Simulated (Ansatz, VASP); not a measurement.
**CaSe in VASP and in Ansatz**

File POSCAR:

```
CaSe
1.0
    0.0000000000      3.2795613675      3.2795613675
    3.2795613675      0.0000000000      3.2795613675
    3.2795613675      3.2795613675      0.0000000000
Ca Se
1 1
Direct
    0.0000000000      0.0000000000      0.0000000000
    0.2500000000      0.2500000000      0.2500000000
```

INCAR.step1

```
  PREC = Accurate
  ENCUT = 520
  EDIFF = 1E-5
  ISMEAR = 0
  SIGMA = 0.01
  LREAL = False
  LASPH = True
  NELM = 80
  ALGO = Normal
  ISIF = 2
  LWAVE = True
  GGA = PE
  NBANDS = 15
```

The input INCAR.step2:

```
  PREC = Accurate
  ENCUT = 520
  EDIFF = 1E-6
  ISMEAR = 0
  SIGMA = 0.01
  LREAL = False
  LASPH = True
  NELM = 80
  ALGO = Normal
  ISIF = 2
  LWAVE = False
  LCHARG = True
  GGA = PE
  LHFCALC = True
  AEXX = 0.75
  HFSCREEN = 0.5
  PRECFOCK = Normal
  LELF = True
  LVHAR = True
  ISTART = 1
  NBANDS = 15
```

KPOINTS

```
regular mesh
0
Gamma
  4 4 4
```

Input for Ansatz:

```yaml
crystal:
  lattice:
    - [0.0, 3.2795613675, 3.2795613675]
    - [3.2795613675, 0.0, 3.2795613675]
    - [3.2795613675, 3.2795613675, 0.0]
  atoms:
    - { symbol: Ca, position: [0.0, 0.0, 0.0] }
    - { symbol: Se, position: [0.25, 0.25, 0.25] }
kpoints:
  mp_grid: { grid: [4, 4, 4] }
hamiltonian:
  xc: { exchange: pbe, correlation: pbe, exx: { coeff: 0.75, omega: 0.5 } }
scf:
  occupations: { method: fixed }
  n_extra_bands: 4
output:
  forces: true
  stress: true
  eigenvalues: true
```

Alike in both runs: task single point; functional PBE-based screened hybrid; k mesh 4 × 4 × 4; no spin polarisation.

|  | VASP | Ansatz |
| --- | --- | --- |
| version | VASP 6.6.1 | Ansatz 0.2.0 |
| potentials or method | VASP PAW PBE potentials, release 64 (Ca_sv, Se) | plane waves |
| plane-wave cutoff (eV) | 520 | 420 |
| occupations | gaussian, width 0.01 eV | fixed |
| valence electrons in the cell | 16 | 26 |

VASP gave:

| Property | Result |
| --- | --- |
| gap on the k mesh at the Fermi level (eV) | 4.50 |
| pressure (GPa) | 0.1 |

Task: Which values does Ansatz return?

Result: gap on the k mesh at the Fermi level (eV): 4.50; pressure (GPa): 0.2.

VASP's potentials were made for PBE, not for PBE-based screened hybrid. VASP's potentials hold 16 valence electrons a cell and Ansatz's 26, so a difference there can come from the potentials and not from the codes. Ansatz's warnings: stress exchange threshold loose, stress scf threshold loose.
